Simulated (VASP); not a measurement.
A run of VASP 6.6.1 is set up as follows.

File INCAR:

```
SYSTEM = CaHf
ALGO = Normal ; EDIFF = 1E-6
ENCUT = 520 ; GGA = PE
ISIF = 2 ; ISMEAR = 0
LASPH = .TRUE. ; LCHARG = .FALSE.
LREAL = .FALSE. ; LWAVE = .FALSE.
NBANDS = 17 ; NELM = 80
PREC = Accurate ; SIGMA = 0.1
```

Contents of KPOINTS:

```
k-points
0
G
  6 6 4
  0 0 0
```

The input POSCAR:

```
CaHf
1.0
    3.2389211637      0.0000000000      0.0000000000
    0.0000000000      3.2389211637      0.0000000000
    0.0000000000      0.0000000000      5.2637755445
Ca Hf
1 1
Direct
    0.5000000000      0.5000000000      0.5000000000
    0.0000000000      0.0000000000      0.0000000000
```

Potentials or basis: VASP PAW PBE potentials, release 64 (Ca_sv, Hf_pv).

Run with:

```sh
$ cat potpaw_PBE.64/Ca_sv/POTCAR potpaw_PBE.64/Hf_pv/POTCAR > POTCAR
$ mpirun -np 1 vasp_std > vasp.out
```

Task: Predict the pressure.

Result: 0.0 GPa.

Task: What does it give for the band gap on the k mesh?

Result: Zero (band 10 reaches 3.89 eV, above the bottom of band 11 at 2.85 eV).

Stress tensor (GPa, compression positive):
```
-0.08  0.00  0.00
 0.00 -0.08  0.00
 0.00  0.00  0.06
```

Caveat: spin-orbit coupling is left out, which moves the levels of the heavy elements.
